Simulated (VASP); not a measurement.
# MnS (Fm-3m) in VASP: relaxation of cell and atoms with PBEsol

Aim: the relaxation of cell and atoms of MnS with PBEsol.

Program: VASP 6.6.1. These are calculated values, not measurements. Logs are shortened: lines on timing, memory, paths and dates and some standing lists are left out, and cuts for length are marked.

## Step 1: The cell of the first run

The structure is cubic, space group Fm-3m (No. 225). Conventional cell: a = 5.209 Å, b = 5.209 Å, c = 5.209 Å, α = 90.00°, β = 90.00°, γ = 90.00°. Mn (site symmetry m-3m) has 6 S at 2.60 Å within 3.4 Å. Within 3.4 Å of S (site symmetry m-3m) lie 6 Mn at 2.60 Å.

## Step 2: Relaxation of cell and atoms, PBEsol, collinear spin, ferromagnetic start, target pressure 30 GPa, at which the enthalpy is minimised

The input, INCAR:

```
SYSTEM = MnS
  ALGO = Normal
  EDIFF = 1E-6
  EDIFFG = -0.01
  ENCUT = 600
  GGA = PS
  IBRION = 2
  ISIF = 3
  ISMEAR = -1
  ISPIN = 2
  LASPH = .True.
  LCHARG = .False.
  LMAXMIX = 4
  LORBIT = 11
  LREAL = .False.
  LWAVE = .False.
  MAGMOM = 4 0
  NELM = 150
  NSW = 80
  PREC = Accurate
  PSTRESS = 300.0
  SIGMA = 0.05
```

The input, KPOINTS:

```
k-points
0
Gamma
  9 9 9
  0 0 0
```

The input, POSCAR:

```
MnS
1.0
    0.0000000000      2.6045000000      2.6045000000
    2.6045000000      0.0000000000      2.6045000000
    2.6045000000      2.6045000000      0.0000000000
Mn S
1 1
Direct
    0.0000000000      0.0000000000      0.0000000000
    0.5000000000      0.5000000000      0.5000000000
```

Potentials or basis: VASP PAW PBE potentials, release 64 (Mn_pv, S).

Started as:

```
> cat potpaw_PBE.64/Mn_pv/POTCAR potpaw_PBE.64/S/POTCAR > POTCAR
> mpirun -np 1 vasp_std > vasp.out
```

OUTCAR:

```text
SYSTEM = MnS
   EDIFF = 1E-6
   EDIFFG = -0.01
   ENCUT = 600
   GGA = PS
   IBRION = 2
   ISIF = 3
   ISMEAR = -1
   ISPIN = 2
   LASPH = .True.
   LORBIT = 11
   LREAL = .False.
   NELM = 150
   NSW = 80
   PREC = Accurate
   PSTRESS = 300.0

 ion  position               nearest neighbor table
   1  0.000  0.000  0.000-   2 2.60   2 2.60   2 2.60   2 2.60   2 2.60   2 2.60
   2  0.500  0.500  0.500-   1 2.60   1 2.60   1 2.60   1 2.60   1 2.60   1 2.60

  LATTYP: Found a face centered cubic cell.
 ALAT       =     5.2090000000

  Lattice vectors:

 A1 = (   0.0000000000,   2.6045000000,   2.6045000000)
 A2 = (   2.6045000000,   0.0000000000,   2.6045000000)
 A3 = (   2.6045000000,   2.6045000000,   0.0000000000)

Analysis of symmetry for initial positions (statically):
=====================================================================
 Subroutine PRICEL returns:
 Original cell was already a primitive cell.

 Routine SETGRP: Setting up the symmetry group for a
 face centered cubic supercell.

 Subroutine GETGRP returns: Found 48 space group operations
 (whereof 48 operations were pure point group operations)
 out of a pool of 48 trial point group operations.

The static configuration has the point symmetry O_h .

Analysis of symmetry for dynamics (positions and initial velocities):
=====================================================================
 Subroutine PRICEL returns:
 Original cell was already a primitive cell.

 Routine SETGRP: Setting up the symmetry group for a
 face centered cubic supercell.

 Subroutine GETGRP returns: Found 48 space group operations
 (whereof 48 operations were pure point group operations)
 out of a pool of 48 trial point group operations.

The dynamic configuration has the point symmetry O_h .

Analysis of structural, dynamic, and magnetic symmetry:
=====================================================================
 Subroutine PRICEL returns:
 Original cell was already a primitive cell.

 Routine SETGRP: Setting up the symmetry group for a
 face centered cubic supercell.

 Subroutine GETGRP returns: Found 48 space group operations
 (whereof 48 operations were pure point group operations)
 out of a pool of 48 trial point group operations.

The overall configuration has the point symmetry O_h .

 Subroutine INISYM returns: Found 48 space group operations
 (whereof 48 operations are pure point group operations),
 and found     1 'primitive' translations

----------------------------------------------------------------------------------------

                                     Primitive cell

  volume of cell :      35.3348

[... 94 lines left out ...]
   ISIF   =      3    stress and relaxation
   ISYM   =      2    0-nonsym 1-usesym 2-fastsym
   POTIM  = 0.5000    time-step for ionic-motion
   TEBEG  =    0.0;   TEEND  =   0.0 temperature during run
   PSTRESS=  300.0 pullay stress
   NELECT =      19.0000    total number of electrons
   NUPDOWN=      -1.0000    fix difference up-down
   EMIN   =  10.00;   EMAX   =-10.00  energy-range for DOS
   EFERMI =   0.00;   METHOD = LEGACY
   ISMEAR =    -1;   SIGMA  =   0.05  broadening in eV -4-tet -1-fermi 0-gaus
   EFERMI_NEDOS =   21; number of points for ismear=-14 and -15
   IALGO  =     38    algorithm
   IMIX   =      4    mixing-type and parameters
     AMIX     =   0.40;   BMIX     =  1.00
     AMIX_MAG =   1.60;   BMIX_MAG =  1.00
  volume/ion in A,a.u.               =      17.67       119.23
  Fermi-wavevector in a.u.,A,eV,Ry     =   1.331246  2.515690 24.112464  1.772216
  Thomas-Fermi vector in A             =   2.460272
   LORBIT       =     11    0 simple, 1 ext, 2 COOP (PROOUT), +10 PAW based schemes
   GGA     = PS    functional components
   LHFCALC =     F    Hartree Fock is set to
   AEXX    =    0.0000 exact exchange contribution
   IVDW    =     0    specifies the selected vdW correction
   LEPSILON=     F    determine dielectric tensor
   LRPA    =     F    only Hartree local field effects (RPA)
 conjugate gradient relaxation of ions
 spin polarized calculation
  energy-cutoff  :      600.00
  volume of cell :       35.33
 maximum number of plane-waves:      1243
 NGX is ok and might be reduce to    30
   NGX = 15   NGY = 15   NGZ = 15

--------------------------------------- Ionic step        1  -------------------------------------------

 number of electron      19.0000008 magnetization       4.6855103

 Free energy of the ion-electron system (eV)
  ---------------------------------------------------
  ext. energy  EPLUGINS =         0.00000000
  ---------------------------------------------------
  free energy    TOTEN  =       -14.85793128 eV

  energy without entropy =      -14.85107209  energy(sigma->0) =      -14.85450168

 E-fermi :   6.5169     XC(G=0): -10.8156

 val. band max:        6.4647517508   @ k =   0.3333   0.0000   0.0000
 cond. band min:       6.5198048333   @ k =   0.4444   0.3333   0.1111
 fundamental gap:      0.0550530825
 Fermi energy:         6.5169302813

 spin component 1

 k-point     1 :       0.0000    0.0000    0.0000
  band No.  band energies     occupation
      1     -43.9837      1.00000
      2     -43.9837      1.00000
      3     -43.9837      1.00000
      4      -8.0527      1.00000
      5       3.1645      1.00000
      6       3.1645      1.00000
      7       3.1645      1.00000
      8       3.2578      1.00000
      9       3.2578      1.00000
     10       4.6642      1.00000
     11       4.6642      1.00000
     12       4.6642      1.00000
[... 1080 lines left out ...]
--------------------------------------- Ionic step        7  -------------------------------------------

 number of electron      19.0000000 magnetization       2.8142879

 Free energy of the ion-electron system (eV)
  ---------------------------------------------------
  ext. energy  EPLUGINS =         0.00000000
  ---------------------------------------------------
  free energy    TOTEN  =       -14.49169791 eV

  energy without entropy =      -14.47673502  energy(sigma->0) =      -14.48421647

 E-fermi :  11.7400     XC(G=0): -13.0407

 val. band max:       11.7253825127   @ k =   0.2222   0.0000   0.0000
 cond. band min:      11.7459942981   @ k =   0.3333   0.1111   0.0000
 fundamental gap:      0.0206117854
 Fermi energy:        11.7400274044

 spin component 1

 k-point     1 :       0.0000    0.0000    0.0000
  band No.  band energies     occupation
      1     -37.7219      1.00000
      2     -37.7218      1.00000
      3     -37.7218      1.00000
      4      -5.8723      1.00000
      5       8.3519      1.00000
      6       8.3519      1.00000
      7       8.3519      1.00000
      8       8.6671      1.00000
      9       8.6671      1.00000
     10       9.8740      1.00000
     11       9.8740      1.00000
     12       9.8740      1.00000
[... 886 lines left out ...]
  energy  without entropy=      -14.4767350225  energy(sigma->0) =      -14.48421647

  enthalpy is  TOTEN    =       -10.1443224451 eV   P V=        4.3473754673

 reached required accuracy - stopping structural energy minimisation

 total charge

# of ion       s       p       d       tot
------------------------------------------
    1        0.324   6.336   5.320  11.981
    2        1.314   2.473   0.000   3.787
--------------------------------------------------
tot          1.638   8.809   5.320  15.767

 magnetization (x)

# of ion       s       p       d       tot
------------------------------------------
    1        0.055   0.037   2.564   2.656
    2        0.012   0.033   0.000   0.045
--------------------------------------------------
tot          0.067   0.070   2.564   2.701
```

OSZICAR:

```text
N       E                     dE             d eps       ncg     rms          rms(c)
DAV:   1     0.153003791286E+03    0.15300E+03   -0.11599E+04  2100   0.146E+03
DAV:   2    -0.904782530057E+01   -0.16205E+03   -0.15504E+03  2338   0.360E+02
[... 84 lines left out ...]
DAV:   4    -0.144918753078E+02    0.71841E-03   -0.29121E-03  2114   0.361E-01    0.254E-01
DAV:   5    -0.144917156920E+02    0.15962E-03   -0.42039E-04  2394   0.259E-01    0.101E-01
DAV:   6    -0.144917028479E+02    0.12844E-04   -0.22445E-05  2303   0.499E-02    0.601E-02
DAV:   7    -0.144916992744E+02    0.35735E-05   -0.18445E-05  2338   0.442E-02    0.229E-02
DAV:   8    -0.144916980694E+02    0.12049E-05   -0.23711E-06  2081   0.152E-02    0.371E-03
DAV:   9    -0.144916979124E+02    0.15708E-06   -0.13795E-07  1050   0.337E-03
   7 F= -.10144322E+02 E0= -.10136841E+02  d E =-.941179E-03  mag=     2.8144
```

CONTCAR:

```text
MnS
   1.00000000000000
     0.0000000000000000    2.2642732060447379    2.2642732060447379
     2.2642732060447379   -0.0000000000000000    2.2642732060447379
     2.2642732060447379    2.2642732060447379   -0.0000000000000000
  Mn              S
     1     1
Direct
     0.0000000000000000    0.0000000000000000    0.0000000000000000
     0.5000000000000000    0.5000000000000000    0.5000000000000000

  0.00000000E+00  0.00000000E+00  0.00000000E+00
  0.00000000E+00  0.00000000E+00  0.00000000E+00
```

Run time: 9.6 min. Hardware: 1 thread of Intel Xeon 8259CL, shared host; peak memory 0.22 GiB.

What came out:

| Item | Value |
| --- | --- |
| Free energy | -14.4917 eV |
| Relaxed volume | 11.61 Å³/atom |
| Relaxed cell | a = 3.202 Å, b = 3.202 Å, c = 3.202 Å, α = 60.00°, β = 60.00°, γ = 60.00° |
| Space group after relaxing (to 0.1 Å) | Fm-3m (No. 225) |
| Energy change on relaxing (the run minimises the enthalpy) | +183.1 meV/atom |
| Ionic steps | 7 |
| Pressure after relaxing | 30.0 GPa |
| Net moment | 2.81 μB per cell |
| Site moments | Mn +2.66; S +0.04 μB |
| Valence electrons inside the program's atomic spheres | Mn 11.98; S 3.79 |

The path:
```csv
step,energy change (eV),largest force (eV/Å),pressure (GPa),volume (Å³)
1,0.0000,0.0000,-7.19,35.33
2,2.3431,0.0000,116.27,18.24
3,0.2841,0.0000,24.70,23.70
4,0.3579,0.0000,29.47,23.26
5,0.3978,0.0000,31.82,23.05
6,0.3220,0.0000,27.22,23.47
7,0.3662,0.0000,29.98,23.22
```

Final structure:
```
Mn S
1.0
     0.00000    2.26427    2.26427
     2.26427    0.00000    2.26427
     2.26427    2.26427    0.00000
Mn S
1 1
Direct
  0.00000 0.00000 0.00000
  0.50000 0.50000 0.50000
```

Levels at points of the mesh, in eV from the Fermi level:
Spin up:
```tsv
k point	band 8	band 9	band 10	band 11	band 12	band 13	band 14	band 15
(0.00, 0.00, 0.00)	-3.07	-3.07	-1.87	-1.87	-1.87	6.35	10.29	10.29
```
Spin down:
| k point | band 5 | band 6 | band 7 | band 8 | band 9 | band 10 | band 11 | band 12 |
| --- | --- | --- | --- | --- | --- | --- | --- | --- |
| (0.00, 0.00, 0.00) | -1.69 | -1.69 | -1.69 | -1.27 | -1.27 | -1.27 | -1.18 | -1.18 |

Caveat: the cell is relaxed towards a set pressure, so the run minimises the enthalpy, not the energy; the volume moved by over 15 % at a fixed basis, so the end points are rough; the PAW data sets were made with another functional, which shifts forces and pressure a little; a cell with one magnetic atom can't hold antiferromagnetic order, which such compounds often take; semilocal functionals often make such compounds metallic where correlation or magnetic order opens a gap, which also shifts bond lengths. With open d or f shells a metallic result of PBEsol can be an artefact of self-interaction; +U or a hybrid may open a gap.
